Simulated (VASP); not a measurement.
# AgCl (R-3m) in VASP: relaxation of the atoms with PBEsol

Aim: the relaxation of the atoms of AgCl with PBEsol.

Everything below comes from runs of VASP 6.6.1. Logs are shortened: lines on timing, memory, paths and dates and some standing lists are left out, and cuts for length are marked.

## 1. The cell of the first run

The structure is trigonal, space group R-3m (No. 166). The conventional cell has a = 3.842 Å, b = 3.842 Å, c = 9.483 Å, α = 90.00°, β = 90.00°, γ = 120.00°. Within 3.6 Å of Ag (site symmetry -3m) lie 6 Cl at 2.72 Å. Cl (site symmetry -3m) has 6 Ag at 2.72 Å within 3.6 Å.

## 2. Relaxation of the atoms, PBEsol (equal xy, yz and zx engineering shears of +0.5 %)

Contents of INCAR:

```
SYSTEM = AgCl
PREC = Accurate ; ENCUT = 450
EDIFF = 1E-7 ; ISMEAR = 0
SIGMA = 0.01 ; LREAL = .False.
LASPH = .True. ; NELM = 120
ALGO = Normal ; ISIF = 2
LWAVE = .False. ; LCHARG = .False.
GGA = PS ; IBRION = 2
NSW = 50 ; EDIFFG = -0.002
GGA_COMPAT = .False. ; NELMIN = 4
```

Contents of KPOINTS:

```
regular mesh
0
Gamma
  8 8 8
  0 0 0
```

Contents of POSCAR:

```
AgCl
1.0
    0.0136187858      2.7305665558      2.7305665558
    2.7305665558      0.0136187858      2.7305665558
    2.7305665558      2.7305665558      0.0136187858
Ag Cl
1 1
Direct
    0.0000000000      0.0000000000      0.0000000000
    0.5000000000      0.5000000000      0.5000000000
```

Potentials or basis: VASP PAW PBE potentials, release 64 (Ag, Cl).

Launch:

```
$ cat potpaw_PBE.64/Ag/POTCAR potpaw_PBE.64/Cl/POTCAR > POTCAR
$ mpirun -np 1 vasp_std > vasp.out
```

OUTCAR:

```text
SYSTEM = AgCl
   PREC = Accurate
   ENCUT = 450
   EDIFF = 1E-7
   ISMEAR = 0
   LREAL = .False.
   LASPH = .True.
   NELM = 120
   ISIF = 2
   GGA = PS
   IBRION = 2
   NSW = 50
   EDIFFG = -0.002
   NELMIN = 4

 ion  position               nearest neighbor table
   1  0.000  0.000  0.000-   2 2.72   2 2.72   2 2.72   2 2.72   2 2.72   2 2.72
   2  0.500  0.500  0.500-   1 2.72   1 2.72   1 2.72   1 2.72   1 2.72   1 2.72

  LATTYP: Found a trigonal (rhomboedric) cell.
 ALAT       =     3.8616282709
 COS(alpha) =     0.5049812503

  Lattice vectors:

 A1 = (   0.0136187858,   2.7305665558,   2.7305665558)
 A2 = (   2.7305665558,   0.0136187858,   2.7305665558)
 A3 = (   2.7305665558,   2.7305665558,   0.0136187858)

Analysis of symmetry for initial positions (statically):
=====================================================================
 Subroutine PRICEL returns:
 Original cell was already a primitive cell.

 Routine SETGRP: Setting up the symmetry group for a
 trigonal (rhombohedral) supercell.

 Subroutine GETGRP returns: Found 12 space group operations
 (whereof 12 operations were pure point group operations)
 out of a pool of 12 trial point group operations.

The static configuration has the point symmetry D_3d.

Analysis of symmetry for dynamics (positions and initial velocities):
=====================================================================
 Subroutine PRICEL returns:
 Original cell was already a primitive cell.

 Routine SETGRP: Setting up the symmetry group for a
 trigonal (rhombohedral) supercell.

 Subroutine GETGRP returns: Found 12 space group operations
 (whereof 12 operations were pure point group operations)
 out of a pool of 12 trial point group operations.

The dynamic configuration has the point symmetry D_3d.

 Subroutine INISYM returns: Found 12 space group operations
 (whereof 12 operations are pure point group operations),
 and found     1 'primitive' translations

----------------------------------------------------------------------------------------

                                     Primitive cell

  volume of cell :      40.4136

  direct lattice vectors                    reciprocal lattice vectors
     0.013618786  2.730566556  2.730566556    -0.184487824  0.183572251  0.183572251
     2.730566556  0.013618786  2.730566556     0.183572251 -0.184487824  0.183572251
     2.730566556  2.730566556  0.013618786     0.183572251  0.183572251 -0.184487824

  length of vectors
     3.861628271  3.861628271  3.861628271     0.318485949  0.318485949  0.318485949

  position of ions in fractional coordinates (direct lattice)
     0.000000000  0.000000000  0.000000000
     0.500000000  0.500000000  0.500000000

  ion indices of the primitive-cell ions
   primitive index   ion index
                 1           1
                 2           2

----------------------------------------------------------------------------------------

 KPOINTS: regular mesh

Automatic generation of k-mesh.
 Grid dimensions read from file:
 generate k-points for:    8    8    8

 Generating k-lattice:

  Cartesian coordinates                     Fractional coordinates (reciprocal lattice)
    -0.023060978  0.022946531  0.022946531     0.125000000  0.000000000  0.000000000
     0.022946531 -0.023060978  0.022946531     0.000000000  0.125000000  0.000000000
     0.022946531  0.022946531 -0.023060978     0.000000000  0.000000000  0.125000000

  Length of vectors
     0.039810744  0.039810744  0.039810744

  Shift w.r.t. Gamma in fractional coordinates (k-lattice)
     0.000000000  0.000000000  0.000000000

 Subroutine IBZKPT returns following result:
 ===========================================

 Found     65 irreducible k-points:

 Following reciprocal coordinates:
            Coordinates               Weight
  0.000000  0.000000  0.000000      1.000000
  0.125000  0.000000 -0.000000      6.000000
  0.250000  0.000000 -0.000000      6.000000
  0.375000 -0.000000 -0.000000      6.000000
  0.500000  0.000000 -0.000000      3.000000
  0.125000  0.125000  0.000000      6.000000
[... 16 lines left out ...]
  0.250000  0.125000  0.125000      6.000000
  0.375000  0.125000  0.125000      6.000000
 [... further k-points ...]
   k-points           NKPTS =     65   k-points in BZ     NKDIM =     65   number of bands    NBANDS=     13
   number of dos      NEDOS =    301   number of ions     NIONS =      2
   total plane-waves  NPLWV =  21952
   dimension x,y,z NGX =    28 NGY =   28 NGZ =   28
   dimension x,y,z NGXF=    56 NGYF=   56 NGZF=   56
   ions per type =               1   1
   NGX,Y,Z   is equivalent  to a cutoff of  12.05, 12.05, 12.05 a.u.
   NGXF,Y,Z  is equivalent  to a cutoff of  24.11, 24.11, 24.11 a.u.
 SYSTEM =  AgCl
   PREC   = accura    normal or accurate (medium, high low for compatibility)
   ISTART =      0    job   : 0-new  1-cont  2-samecut
   ICHARG =      2    charge: 1-file 2-atom 10-const
   ISPIN  =      1    spin polarized calculation?
   LNONCOLLINEAR =      F non collinear calculations
   LSORBIT =      F    spin-orbit coupling
   LASPH  =      T    aspherical Exc in radial PAW
   ENCUT  =  450.0 eV  33.07 Ry    5.75 a.u.   6.68  6.68  6.68*2*pi/ulx,y,z
   NELM   =    120;   NELMIN=  4; NELMDL= -5     # of ELM steps
   EDIFF  = 0.1E-06   stopping-criterion for ELM
   LREAL  =      F    real-space projection
   EDIFFG = -.2E-02   stopping-criterion for IOM
   NSW    =     50    number of steps for IOM
   IBRION =      2    ionic relax: 0-MD 1-quasi-New 2-CG
   NFREE  =      1    steps in history (QN), initial steepest desc. (CG)
   ISIF   =      2    stress and relaxation
   ISYM   =      2    0-nonsym 1-usesym 2-fastsym
   POTIM  = 0.5000    time-step for ionic-motion
   TEBEG  =    0.0;   TEEND  =   0.0 temperature during run
   PSTRESS=    0.0 pullay stress
   NELECT =      18.0000    total number of electrons
   NUPDOWN=      -1.0000    fix difference up-down
   EMIN   =  10.00;   EMAX   =-10.00  energy-range for DOS
   EFERMI =   0.00;   METHOD = LEGACY
   ISMEAR =     0;   SIGMA  =   0.01  broadening in eV -4-tet -1-fermi 0-gaus
   EFERMI_NEDOS =   21; number of points for ismear=-14 and -15
   IALGO  =     38    algorithm
   IMIX   =      4    mixing-type and parameters
     AMIX     =   0.40;   BMIX     =  1.00
     AMIX_MAG =   1.60;   BMIX_MAG =  1.00
  volume/ion in A,a.u.               =      20.21       136.36
  Fermi-wavevector in a.u.,A,eV,Ry     =   1.250230  2.362593 21.266935  1.563076
  Thomas-Fermi vector in A             =   2.384234
   LORBIT       =      0    0 simple, 1 ext, 2 COOP (PROOUT), +10 PAW based schemes
   GGA     = PS    functional components
   LHFCALC =     F    Hartree Fock is set to
   AEXX    =    0.0000 exact exchange contribution
   IVDW    =     0    specifies the selected vdW correction
   LEPSILON=     F    determine dielectric tensor
   LRPA    =     F    only Hartree local field effects (RPA)
 conjugate gradient relaxation of ions
 non-spin polarized calculation
 Gauss-broadening in eV      SIGMA  =   0.01
  energy-cutoff  :      450.00
  volume of cell :       40.41
 maximum number of plane-waves:       895
   NGX = 13   NGY = 13   NGZ = 13

 number of electron      18.0000004 magnetization

 Free energy of the ion-electron system (eV)
  ---------------------------------------------------
  ext. energy  EPLUGINS =         0.00000000
  ---------------------------------------------------
  free energy    TOTEN  =        -6.06131850 eV

  energy without entropy =       -6.06131850  energy(sigma->0) =       -6.06131850

 E-fermi :   4.4842     XC(G=0): -10.4999

 val. band max:        4.4258379226   @ k =   0.5000   0.0000  -0.0000
 cond. band min:       5.1396188020   @ k =   0.0000   0.0000   0.0000
 fundamental gap:      0.7137808795
 Fermi energy:         4.4842120972

 k-point     1 :       0.0000    0.0000    0.0000
  band No.  band energies     occupation
      1     -11.1012      2.00000
      2       1.6992      2.00000
      3       1.7124      2.00000
      4       1.7124      2.00000
      5       1.7519      2.00000
      6       1.7519      2.00000
      7       1.8344      2.00000
      8       1.8708      2.00000
      9       1.8708      2.00000
     10       5.1396      0.00000
     11      15.0819      0.00000
     12      15.1736      0.00000
     13      15.1736      0.00000

 k-point     2 :       0.1250    0.0000   -0.0000
  band No.  band energies     occupation
      1     -11.0297      2.00000
      2       0.9393      2.00000
      3       0.9944      2.00000
      4       1.0164      2.00000
      5       1.7657      2.00000
      6       1.7739      2.00000
      7       2.0345      2.00000
      8       2.6746      2.00000
      9       2.6866      2.00000
     10       5.9063      0.00000
     11      13.7234      0.00000
     12      14.7761      0.00000
     13      14.8538      0.00000

 k-point     3 :       0.2500    0.0000   -0.0000
  band No.  band energies     occupation
      1     -10.8485      2.00000
      2      -0.1913      2.00000
      3       0.3691      2.00000
      4       0.3946      2.00000
      5       1.9136      2.00000
      6       1.9229      2.00000
      7       2.2023      2.00000
      8       3.5202      2.00000
      9       3.5225      2.00000
     10       7.2635      0.00000
     11      12.0786      0.00000
     12      13.4303      0.00000
     13      13.4919      0.00000

 k-point     4 :       0.3750   -0.0000   -0.0000
  band No.  band energies     occupation
      1     -10.6535      2.00000
      2      -1.0480      2.00000
      3      -0.0278      2.00000
      4      -0.0008      2.00000
      5       2.0683      2.00000
      6       2.0791      2.00000
      7       2.3935      2.00000
      8       4.1638      2.00000
      9       4.1709      2.00000
     10       8.1508      0.00000
     11      11.2337      0.00000
     12      12.2440      0.00000
     13      12.3046      0.00000

 k-point     5 :       0.5000    0.0000   -0.0000
  band No.  band energies     occupation
      1     -10.5681      2.00000
      2      -1.3643      2.00000
      3      -0.1636      2.00000
      4      -0.1361      2.00000
      5       2.1346      2.00000
      6       2.1460      2.00000
      7       2.4871      2.00000
      8       4.4143      2.00000
      9       4.4258      2.00000
     10       8.2893      0.00000
     11      11.1705      0.00000
     12      11.7934      0.00000
     13      11.8552      0.00000
[... 257 lines left out ...]
 k-point    22 :       0.1250    0.1250    0.1250
  band No.  band energies     occupation
      1     -11.0311      2.00000
      2       0.9135      2.00000
      3       1.0180      2.00000
      4       1.0180      2.00000
      5       1.7766      2.00000
      6       1.7766      2.00000
      7       2.0249      2.00000
      8       2.6820      2.00000
      9       2.6820      2.00000
     10       5.9007      0.00000
     11      13.6621      0.00000
     12      14.8454      0.00000
     13      14.8454      0.00000

 k-point    23 :       0.2500    0.1250    0.1250
  band No.  band energies     occupation
      1     -10.9262      2.00000
      2       0.1413      2.00000
      3       0.4911      2.00000
      4       0.9878      2.00000
      5       1.8081      2.00000
      6       1.9101      2.00000
      7       2.3621      2.00000
      8       2.3848      2.00000
      9       3.5009      2.00000
     10       6.8623      0.00000
     11      13.0111      0.00000
     12      13.2077      0.00000
     13      14.2931      0.00000

 k-point    24 :       0.3750    0.1250    0.1250
  band No.  band energies     occupation
      1     -10.7464      2.00000
      2      -0.6111      2.00000
      3       0.0926      2.00000
      4       0.4344      2.00000
      5       1.9371      2.00000
      6       2.0302      2.00000
      7       2.3502      2.00000
      8       3.0289      2.00000
      9       4.1501      2.00000
     10       8.1311      0.00000
     11      11.4494      0.00000
     12      12.4738      0.00000
     13      12.9321      0.00000

 [... further k-points ...]

------------------------ aborting loop because EDIFF is reached ----------------------------------------

  FORCE on cell =-STRESS in cart. coord.  units (eV):
  Direction    XX          YY          ZZ          XY          YZ          ZX
  --------------------------------------------------------------------------------------
  -------------------------------------------------------------------------------------
  Total       -0.0224479     -0.0224479     -0.0224479     -0.0059902     -0.0059902     -0.0059902
  in kB       -0.8899370     -0.8899370     -0.8899370     -0.2374787     -0.2374787     -0.2374787
  external PRESSURE =      -0.8899370 kB  Pullay stress =       0.0000000 kB

 VOLUME and BASIS-vectors are now :
 -----------------------------------------------------------------------------
  energy-cutoff  :      450.00
  volume of cell :       40.41
      direct lattice vectors                 reciprocal lattice vectors
     0.013618786  2.730566556  2.730566556    -0.184487824  0.183572251  0.183572251
     2.730566556  0.013618786  2.730566556     0.183572251 -0.184487824  0.183572251
     2.730566556  2.730566556  0.013618786     0.183572251  0.183572251 -0.184487824

 POSITION                                       TOTAL-FORCE (eV/Angst)
 -----------------------------------------------------------------------------------
      0.00000      0.00000      0.00000        -0.000000      0.000000      0.000000
      2.73738      2.73738      2.73738         0.000000     -0.000000     -0.000000
 -----------------------------------------------------------------------------------
    total drift:                                0.000000      0.000000      0.000000

  FREE ENERGIE OF THE ION-ELECTRON SYSTEM (eV)
  ---------------------------------------------------
  free  energy   TOTEN  =        -6.0613185043 eV

  energy  without entropy=       -6.0613185043  energy(sigma->0) =       -6.06131850

 reached required accuracy - stopping structural energy minimisation
```

Run time: 15 s. Hardware: 1 thread of AMD EPYC 9R45 (Zen 5), shared host; peak memory 0.14 GiB.

Results:

```yaml
Free_energy: -6.0613 eV
Pressure_after_relaxing: -0.1 GPa
Band_gap_on_the_k_mesh: 0.71 eV (least direct gap 3.22 eV)
```

Final structure:
```
CELL_PARAMETERS angstrom
0.01362 2.73057 2.73057
2.73057 0.01362 2.73057
2.73057 2.73057 0.01362
ATOMIC_POSITIONS crystal
Ag 0.00000 0.00000 0.00000
Cl 0.50000 0.50000 0.50000
```

Caveat: the cell differs from its parent crystal (equal xy, yz and zx engineering shears of +0.5 %); semilocal functionals underestimate gaps, and a narrow one can read as zero; the PAW data sets were made with another functional, which shifts forces and pressure a little. A k mesh can miss the band edges.
